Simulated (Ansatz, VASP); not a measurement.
**One calculation of PtSe, two programs**

Contents of INCAR:

```
ALGO     = Normal         # electronic algorithm
EDIFF    = 1E-6           # SCF threshold, eV
ENCUT    = 520            # plane-wave cutoff, eV
GGA      = PE             # functional
ISIF     = 2              # what is computed and relaxed
ISMEAR   = -1             # smearing method
LASPH    = T              # aspherical terms in the spheres
LCHARG   = F              # write CHGCAR
LREAL    = F              # projectors in reciprocal space
LWAVE    = F              # write WAVECAR
NBANDS   = 15             # bands
NELM     = 100            # most SCF steps
PREC     = Accurate       # precision mode
SIGMA    = 0.05           # smearing width, eV
```

KPOINTS

```
k-points
0
Gamma
  8 8 7
```

Contents of POSCAR:

```
PtSe
1.0
    3.7018703300      0.0000000000      0.0000000000
   -1.8509351600      3.2059137500      0.0000000000
    0.0000000000      0.0000000000      3.6128420300
Pt Se
1 1
Direct
    0.0000000000      0.0000000000      0.0000000000
    0.6666666667      0.3333333333      0.5000000000
```

Contents of input.yaml:

```yaml
crystal:
  lattice:
    - [3.70187033, 0.0, 0.0]
    - [-1.85093516, 3.20591375, 0.0]
    - [0.0, 0.0, 3.61284203]
  atoms:
    - { symbol: Pt, position: [0.0, 0.0, 0.0] }
    - { symbol: Se, position: [0.6666666667, 0.3333333333, 0.5] }
kpoints:
  mp_grid: { grid: [8, 8, 7] }
scf:
  occupations: { method: fermi_dirac, width: 0.05 }
hamiltonian:
  xc: pbe
  pseudopotentials: { kind: all_electron, lapw: { basis_error: 0.001 } }
output:
  forces: true
  stress: true
  eigenvalues: true
  populations: true
```

Alike in both runs: task single point; functional PBE; k mesh 8 × 8 × 7; occupations fermi-dirac, width 0.05 eV; no spin polarisation.

|  | VASP | Ansatz |
| --- | --- | --- |
| version | VASP 6.6.1 | Ansatz 0.2.0 |
| potentials or method | VASP PAW PBE potentials, release 64 (Pt, Se), cutoff 520 eV | all-electron LAPW, scalar-relativistic |

Ansatz gave:

| Quantity | Value |
| --- | --- |
| gap on the k mesh at the Fermi level (eV) | none |
| pressure (GPa) | -11.4 |
| traceless stress, the component that is largest in VASP (GPa) | -3.25 |

Problem. Which values does VASP return?

Solution. gap on the k mesh at the Fermi level (eV): none; pressure (GPa): -11.5; traceless stress, the component that is largest in VASP (GPa): -3.27.

A gap of «none» marks a metal or a gap that the smearing closes. Ansatz ran all-electron here, and VASP with PAW potentials.

Spin-orbit coupling is off throughout.
